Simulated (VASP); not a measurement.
Wanted: the native input for a VASP 6.6.1 run.

```yaml
Task: single point
Functional: RPBE
Potentials_or_basis: VASP PAW PBE potentials, release 64 (Zr_sv)
Cutoff: 520 eV
k_mesh: 18 × 18 × 10
Occupations: fermi-dirac, width 0.1 eV
Spin: no spin polarisation
Dipole_correction: no
Further_INCAR_settings: ALGO = Normal; EDIFF = 1e-06; NBANDS = 19
```

The structure of Zr lies in POSCAR:

```
Zr
1.0
    3.3028345229      0.0000000000      0.0000000000
   -1.6514172614      2.8603386014      0.0000000000
    0.0000000000      0.0000000000      5.2781461163
Zr
2
Direct
    0.3333333333      0.6666666667      0.2500000000
    0.6666666667      0.3333333333      0.7500000000
```

This cell differs from its parent crystal: volume scaled by 1.04.

These files were run (other wordings do the same):

INCAR

```
SYSTEM = Zr
  PREC = Accurate
  ENCUT = 520
  EDIFF = 1E-6
  ISMEAR = -1
  SIGMA = 0.1
  LREAL = .FALSE.
  LASPH = .TRUE.
  NELM = 80
  ALGO = Normal
  ISIF = 2
  LWAVE = .FALSE.
  LCHARG = .TRUE.
  GGA = RP
  LELF = .TRUE.
  LVHAR = .TRUE.
  NBANDS = 19
```

KPOINTS

```
regular mesh
0
G
  18 18 10
  0 0 0
```

Potentials or basis: VASP PAW PBE potentials, release 64 (Zr_sv).

Launch:

```bash
$ cat potpaw_PBE.64/Zr_sv/POTCAR > POTCAR
$ mpirun -np 1 vasp_std > vasp.out
```

Results of the run:

```json
{
  "Pressure": "-3.3 GPa",
  "Band gap on the k mesh": "zero (band 12 reaches 9.20 eV, above the bottom of band 13 at 8.05 eV)"
}
```

Caveat: the PAW data sets were made with another functional, which shifts forces and pressure a little.

Wall time 86 s on 1 thread of Intel(R) Xeon(R) 6975P-C (Granite Rapids), with other jobs on the host, peak memory 0.3 GiB.
